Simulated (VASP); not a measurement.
CaO: single point with PBE

CaO:

```xyz
2
Lattice="2.9343 0.0000 0.0000 0.0000 2.9343 0.0000 0.0000 0.0000 2.9343" Properties=species:S:1:pos:R:3 pbc="T T T"
Ca    1.4671    1.4671    1.4671
O     0.0000    0.0000    0.0000
```

```yaml
Program: VASP 6.6.1
Task: single point
Functional: PBE
Potentials_or_basis: VASP PAW PBE potentials, release 64 (Ca_sv, O)
Cutoff: 520 eV
k_mesh: 6 × 6 × 6
Occupations: gaussian, width 0.1 eV
Spin: no spin polarisation
Dipole_correction: no
Further_INCAR_settings: ALGO = Normal; EDIFF = 1e-06; NBANDS = 15
```

```yaml
Pressure: 0.6 GPa
Band_gap_on_the_k_mesh: 2.77 eV, indirect (least direct gap 3.07 eV)
```

Levels at points of the mesh, in eV from the valence-band top:
| k point | band 6 | band 7 | band 8 | band 9 | band 10 | band 11 |
| --- | --- | --- | --- | --- | --- | --- |
| (0.00, 0.00, 0.00) | -0.31 | -0.31 | -0.31 | 2.77 | 2.77 | 4.86 |
| (0.50, 0.00, 0.00) | -3.72 | -0.77 | -0.77 | 3.72 | 6.98 | 7.95 |
| (0.50, 0.50, 0.00) | -2.09 | -2.09 | 0.00 | 3.82 | 4.63 | 6.47 |
| (0.50, 0.50, 0.50) | -3.30 | -3.30 | -3.30 | 7.74 | 7.74 | 7.74 |

Run time: 6.7 s on 1 thread of Intel(R) Xeon(R) Platinum 8124M CPU @ 3.00GHz (Skylake/Cascade Lake) (shared host), peak memory 0.14 GiB.

A k mesh can miss the band edges.
